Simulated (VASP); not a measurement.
# Hf3ZnIr (Pm-3m) in VASP: single point with PBE

Aim: the single point of Hf3ZnIr with PBE.

Program: VASP 6.6.1. These are calculated values, not measurements. Logs are shortened: lines on timing, memory, paths and dates and some standing lists are left out, and cuts for length are marked.

**1. The cell of the first run**

The structure is cubic, space group Pm-3m (No. 221). Conventional cell: a = 4.837 Å, b = 4.837 Å, c = 4.837 Å, α = 90.00°, β = 90.00°, γ = 90.00°. Hf (site symmetry 4/mmm) has 2 Zn at 2.42 Å within 3.2 Å. Within 3.2 Å of Zn (site symmetry m-3m) lie 6 Hf at 2.42 Å. Within 4.5 Å of Ir (site symmetry m-3m) lie 12 Hf at 3.42 Å and 8 Zn at 4.19 Å.

The cell was built from a structure type or drawn by symmetry, and may not be a known phase.

**2. Single point, PBE**

File INCAR:

```
SYSTEM = Hf3ZnIr
  ALGO = Normal
  EDIFF = 1E-6
  ENCUT = 520
  GGA = PE
  ISIF = 2
  ISMEAR = 0
  LASPH = .TRUE.
  LCHARG = .FALSE.
  LREAL = .FALSE.
  LWAVE = .FALSE.
  NBANDS = 34
  NELM = 100
  PREC = Accurate
  SIGMA = 0.1
```

File KPOINTS:

```
k-points
0
G
  4 4 4
  0 0 0
```

File POSCAR:

```
Hf3ZnIr
1.0
    4.8370749300      0.0000000000      0.0000000000
    0.0000000000      4.8370749300      0.0000000000
    0.0000000000      0.0000000000      4.8370749300
Hf Zn Ir
3 1 1
Direct
    0.0000000000      0.5000000000      0.5000000000
    0.5000000000      0.0000000000      0.5000000000
    0.5000000000      0.5000000000      0.0000000000
    0.5000000000      0.5000000000      0.5000000000
    0.0000000000      0.0000000000      0.0000000000
```

Potentials or basis: VASP PAW PBE potentials, release 64 (Hf_pv, Zn, Ir).

Launch:

```console
> cat potpaw_PBE.64/Hf_pv/POTCAR potpaw_PBE.64/Zn/POTCAR potpaw_PBE.64/Ir/POTCAR > POTCAR
> mpirun -np 1 vasp_std > vasp.out
```

OUTCAR:

```text
SYSTEM = Hf3ZnIr
   EDIFF = 1E-6
   ENCUT = 520
   GGA = PE
   ISIF = 2
   ISMEAR = 0
   LASPH = .TRUE.
   LREAL = .FALSE.
   NELM = 100
   PREC = Accurate

 ion  position               nearest neighbor table
   1  0.000  0.500  0.500-   4 2.42   4 2.42   2 3.42   5 3.42   3 3.42   5 3.42   2 3.42   5 3.42
                             5 3.42   2 3.42   3 3.42   3 3.42   3 3.42   2 3.42
   2  0.500  0.000  0.500-   4 2.42   4 2.42   1 3.42   5 3.42   3 3.42   5 3.42   1 3.42   3 3.42
                             3 3.42   3 3.42   1 3.42   5 3.42   5 3.42   1 3.42
   3  0.500  0.500  0.000-   4 2.42   4 2.42   1 3.42   5 3.42   1 3.42   2 3.42   2 3.42   2 3.42
                             5 3.42   2 3.42   1 3.42   5 3.42   1 3.42   5 3.42
   4  0.500  0.500  0.500-   1 2.42   2 2.42   3 2.42   3 2.42   2 2.42   1 2.42
   5  0.000  0.000  0.000-   1 3.42   2 3.42   3 3.42   1 3.42   2 3.42   1 3.42   3 3.42   1 3.42
                             2 3.42   3 3.42   2 3.42   3 3.42

  LATTYP: Found a simple cubic cell.
 ALAT       =     4.8370749300

  Lattice vectors:

 A1 = (   4.8370749300,   0.0000000000,   0.0000000000)
 A2 = (   0.0000000000,   4.8370749300,   0.0000000000)
 A3 = (   0.0000000000,   0.0000000000,   4.8370749300)

Analysis of symmetry for initial positions (statically):
=====================================================================
 Subroutine PRICEL returns:
 Original cell was already a primitive cell.

 Routine SETGRP: Setting up the symmetry group for a
 simple cubic supercell.

 Subroutine GETGRP returns: Found 48 space group operations
 (whereof 48 operations were pure point group operations)
 out of a pool of 48 trial point group operations.

The static configuration has the point symmetry O_h .

Analysis of symmetry for dynamics (positions and initial velocities):
=====================================================================
 Subroutine PRICEL returns:
 Original cell was already a primitive cell.

 Routine SETGRP: Setting up the symmetry group for a
 simple cubic supercell.

 Subroutine GETGRP returns: Found 48 space group operations
 (whereof 48 operations were pure point group operations)
 out of a pool of 48 trial point group operations.

The dynamic configuration has the point symmetry O_h .

 Subroutine INISYM returns: Found 48 space group operations
 (whereof 48 operations are pure point group operations),
 and found     1 'primitive' translations

----------------------------------------------------------------------------------------

                                     Primitive cell

  volume of cell :     113.1745

  direct lattice vectors                    reciprocal lattice vectors
     4.837074930  0.000000000  0.000000000     0.206736512  0.000000000  0.000000000
     0.000000000  4.837074930  0.000000000     0.000000000  0.206736512  0.000000000
     0.000000000  0.000000000  4.837074930     0.000000000  0.000000000  0.206736512

  length of vectors
     4.837074930  4.837074930  4.837074930     0.206736512  0.206736512  0.206736512

  position of ions in fractional coordinates (direct lattice)
     0.000000000  0.500000000  0.500000000
     0.500000000  0.000000000  0.500000000
     0.500000000  0.500000000  0.000000000
     0.500000000  0.500000000  0.500000000
     0.000000000  0.000000000  0.000000000

  ion indices of the primitive-cell ions
   primitive index   ion index
                 1           1
                 2           2
                 3           3
                 4           4
                 5           5

----------------------------------------------------------------------------------------

 KPOINTS: k-points

Automatic generation of k-mesh.
 Grid dimensions read from file:
 generate k-points for:    4    4    4

 Generating k-lattice:

  Cartesian coordinates                     Fractional coordinates (reciprocal lattice)
     0.051684128  0.000000000  0.000000000     0.250000000  0.000000000  0.000000000
     0.000000000  0.051684128  0.000000000     0.000000000  0.250000000  0.000000000
     0.000000000  0.000000000  0.051684128     0.000000000  0.000000000  0.250000000

  Length of vectors
     0.051684128  0.051684128  0.051684128

  Shift w.r.t. Gamma in fractional coordinates (k-lattice)
     0.000000000  0.000000000  0.000000000

 Subroutine IBZKPT returns following result:
 ===========================================

 Found     10 irreducible k-points:

 Following reciprocal coordinates:
            Coordinates               Weight
  0.000000  0.000000  0.000000      1.000000
  0.250000  0.000000  0.000000      6.000000
  0.500000  0.000000  0.000000      3.000000
  0.250000  0.250000  0.000000     12.000000
  0.500000  0.250000  0.000000     12.000000
  0.500000  0.500000  0.000000      3.000000
  0.250000  0.250000  0.250000      8.000000
  0.500000  0.250000  0.250000     12.000000
  0.500000  0.500000  0.250000      6.000000
  0.500000  0.500000  0.500000      1.000000
   k-points           NKPTS =     10   k-points in BZ     NKDIM =     10   number of bands    NBANDS=     34
   number of dos      NEDOS =    301   number of ions     NIONS =      5
   total plane-waves  NPLWV =  46656
   dimension x,y,z NGX =    36 NGY =   36 NGZ =   36
   dimension x,y,z NGXF=    72 NGYF=   72 NGZF=   72
   ions per type =               3   1   1
   NGX,Y,Z   is equivalent  to a cutoff of  12.37, 12.37, 12.37 a.u.
   NGXF,Y,Z  is equivalent  to a cutoff of  24.75, 24.75, 24.75 a.u.
 SYSTEM =  Hf3ZnIr
   PREC   = accura    normal or accurate (medium, high low for compatibility)
   ISTART =      0    job   : 0-new  1-cont  2-samecut
   ICHARG =      2    charge: 1-file 2-atom 10-const
   ISPIN  =      1    spin polarized calculation?
   LNONCOLLINEAR =      F non collinear calculations
   LSORBIT =      F    spin-orbit coupling
   LASPH  =      T    aspherical Exc in radial PAW
   ENCUT  =  520.0 eV  38.22 Ry    6.18 a.u.   8.99  8.99  8.99*2*pi/ulx,y,z
   NELM   =    100;   NELMIN=  2; NELMDL= -5     # of ELM steps
   EDIFF  = 0.1E-05   stopping-criterion for ELM
   LREAL  =      F    real-space projection
   EDIFFG = 0.1E-04   stopping-criterion for IOM
   NSW    =      0    number of steps for IOM
   IBRION =     -1    ionic relax: 0-MD 1-quasi-New 2-CG
   NFREE  =      0    steps in history (QN), initial steepest desc. (CG)
   ISIF   =      2    stress and relaxation
   ISYM   =      2    0-nonsym 1-usesym 2-fastsym
   POTIM  = 0.5000    time-step for ionic-motion
   TEBEG  =    0.0;   TEEND  =   0.0 temperature during run
   PSTRESS=    0.0 pullay stress
   NELECT =      51.0000    total number of electrons
   NUPDOWN=      -1.0000    fix difference up-down
   EMIN   =  10.00;   EMAX   =-10.00  energy-range for DOS
   EFERMI =   0.00;   METHOD = LEGACY
   ISMEAR =     0;   SIGMA  =   0.10  broadening in eV -4-tet -1-fermi 0-gaus
   EFERMI_NEDOS =   21; number of points for ismear=-14 and -15
   IALGO  =     38    algorithm
   IMIX   =      4    mixing-type and parameters
     AMIX     =   0.40;   BMIX     =  1.00
     AMIX_MAG =   1.60;   BMIX_MAG =  1.00
  volume/ion in A,a.u.               =      22.63       152.75
  Fermi-wavevector in a.u.,A,eV,Ry     =   1.255111  2.371816 21.433301  1.575303
  Thomas-Fermi vector in A             =   2.388883
   LORBIT       =      0    0 simple, 1 ext, 2 COOP (PROOUT), +10 PAW based schemes
   GGA     = PE    functional components
   LHFCALC =     F    Hartree Fock is set to
   AEXX    =    0.0000 exact exchange contribution
   IVDW    =     0    specifies the selected vdW correction
   LEPSILON=     F    determine dielectric tensor
   LRPA    =     F    only Hartree local field effects (RPA)
 non-spin polarized calculation
 Gauss-broadening in eV      SIGMA  =   0.10
  energy-cutoff  :      520.00
  volume of cell :      113.17
 maximum number of plane-waves:      3112
 NGX is ok and might be reduce to    36
   NGX = 17   NGY = 17   NGZ = 17

 number of electron      51.0000032 magnetization

 Free energy of the ion-electron system (eV)
  ---------------------------------------------------
  ext. energy  EPLUGINS =         0.00000000
  ---------------------------------------------------
  free energy    TOTEN  =       -35.63736048 eV

  energy without entropy =      -35.59608402  energy(sigma->0) =      -35.61672225

 E-fermi :   3.7773     XC(G=0): -10.8711

 val. band max:        3.7508599008   @ k =   0.2500   0.0000   0.0000
 cond. band min:       3.8279136475   @ k =   0.5000   0.5000   0.2500
 fundamental gap:      0.0770537467
 Fermi energy:         3.7772528424

 k-point     1 :       0.0000    0.0000    0.0000
  band No.  band energies     occupation
      1     -27.4786      2.00000
      2     -27.4786      2.00000
      3     -27.4786      2.00000
      4     -27.3101      2.00000
      5     -27.3101      2.00000
      6     -27.3101      2.00000
[... 26 lines left out ...]
     33       7.6626      0.00000
     34       7.6626      0.00000

 k-point     2 :       0.2500    0.0000    0.0000
  band No.  band energies     occupation
      1     -27.4590      2.00000
      2     -27.4590      2.00000
      3     -27.4503      2.00000
      4     -27.3170      2.00000
      5     -27.3170      2.00000
      6     -27.3115      2.00000
[... 26 lines left out ...]
     33       6.9332      0.00000
     34       7.2641      0.00000

 k-point     3 :       0.5000    0.0000    0.0000
  band No.  band energies     occupation
      1     -27.4334      2.00000
      2     -27.4334      2.00000
      3     -27.3843      2.00000
      4     -27.3526      2.00000
      5     -27.3304      2.00000
      6     -27.3304      2.00000
[... 26 lines left out ...]
     33       6.2085      0.00000
     34       6.8149      0.00000

 k-point     4 :       0.2500    0.2500    0.0000
  band No.  band energies     occupation
      1     -27.4817      2.00000
      2     -27.4377      2.00000
      3     -27.3986      2.00000
      4     -27.3622      2.00000
      5     -27.3203      2.00000
      6     -27.2991      2.00000
[... 26 lines left out ...]
     33       6.9247      0.00000
     34       7.0166      0.00000

 k-point     5 :       0.5000    0.2500    0.0000
  band No.  band energies     occupation
      1     -27.4751      2.00000
      2     -27.4078      2.00000
      3     -27.4066      2.00000
      4     -27.3513      2.00000
      5     -27.3324      2.00000
      6     -27.3304      2.00000
[... 26 lines left out ...]
     33       6.9715      0.00000
     34       7.0236      0.00000

 k-point     6 :       0.5000    0.5000    0.0000
  band No.  band energies     occupation
      1     -27.5024      2.00000
      2     -27.4359      2.00000
      3     -27.3559      2.00000
      4     -27.3323      2.00000
      5     -27.3323      2.00000
      6     -27.3305      2.00000
[... 26 lines left out ...]
     33       6.4330      0.00000
     34       6.5623      0.00000

 k-point     7 :       0.2500    0.2500    0.2500
  band No.  band energies     occupation
      1     -27.5193      2.00000
      2     -27.3989      2.00000
      3     -27.3989      2.00000
      4     -27.3616      2.00000
      5     -27.3341      2.00000
      6     -27.3341      2.00000
[... 26 lines left out ...]
     33       6.5697      0.00000
     34       7.0388      0.00000

 k-point     8 :       0.5000    0.2500    0.2500
  band No.  band energies     occupation
      1     -27.5346      2.00000
      2     -27.4102      2.00000
      3     -27.3999      2.00000
      4     -27.3829      2.00000
      5     -27.3424      2.00000
      6     -27.2759      2.00000
[... 26 lines left out ...]
     33       6.6107      0.00000
     34       7.1168      0.00000

 k-point     9 :       0.5000    0.5000    0.2500
  band No.  band energies     occupation
      1     -27.5706      2.00000
      2     -27.4355      2.00000
      3     -27.4046      2.00000
      4     -27.4046      2.00000
      5     -27.2990      2.00000
      6     -27.2629      2.00000
[... 26 lines left out ...]
     33       6.4613      0.00000
     34       7.1938      0.00000

 k-point    10 :       0.5000    0.5000    0.5000
  band No.  band energies     occupation
      1     -27.6180      2.00000
      2     -27.4350      2.00000
      3     -27.4350      2.00000
      4     -27.4350      2.00000
      5     -27.2628      2.00000
      6     -27.2628      2.00000
[... 26 lines left out ...]
     33       6.1158      0.00000
     34       7.3990      0.00000

------------------------ aborting loop because EDIFF is reached ----------------------------------------

  FORCE on cell =-STRESS in cart. coord.  units (eV):
  Direction    XX          YY          ZZ          XY          YZ          ZX
  --------------------------------------------------------------------------------------
  -------------------------------------------------------------------------------------
  Total       -2.7066187     -2.7066187     -2.7066187      0.0000000      0.0000000     -0.0000000
  in kB      -38.3167978    -38.3167978    -38.3167978      0.0000000      0.0000000     -0.0000000
  external PRESSURE =     -38.3167978 kB  Pullay stress =       0.0000000 kB

 VOLUME and BASIS-vectors are now :
 -----------------------------------------------------------------------------
  energy-cutoff  :      520.00
  volume of cell :      113.17
      direct lattice vectors                 reciprocal lattice vectors
     4.837074930  0.000000000  0.000000000     0.206736512  0.000000000  0.000000000
     0.000000000  4.837074930  0.000000000     0.000000000  0.206736512  0.000000000
     0.000000000  0.000000000  4.837074930     0.000000000  0.000000000  0.206736512

 POSITION                                       TOTAL-FORCE (eV/Angst)
 -----------------------------------------------------------------------------------
      0.00000      2.41854      2.41854         0.000000      0.000000      0.000000
      2.41854      0.00000      2.41854         0.000000      0.000000      0.000000
      2.41854      2.41854      0.00000         0.000000      0.000000      0.000000
      2.41854      2.41854      2.41854         0.000000      0.000000      0.000000
      0.00000      0.00000      0.00000         0.000000      0.000000      0.000000
 -----------------------------------------------------------------------------------
    total drift:                                0.000000      0.000000      0.000000

  FREE ENERGIE OF THE ION-ELECTRON SYSTEM (eV)
  ---------------------------------------------------
  free  energy   TOTEN  =       -35.6373604840 eV

  energy  without entropy=      -35.5960840246  energy(sigma->0) =      -35.61672225
```

Wall time 57 s (1 thread of AMD EPYC 7R13, shared host); peak memory 0.19 GiB.

What came out:

| Item | Value |
| --- | --- |
| Free energy | -35.6374 eV |
| Pressure | -3.8 GPa |
| Band gap on the k mesh | zero (an odd number of electrons rules out a gap without spin polarisation) |

Caveat: the cell stands under tension; spin-orbit coupling is left out, which moves the levels of the heavy elements.
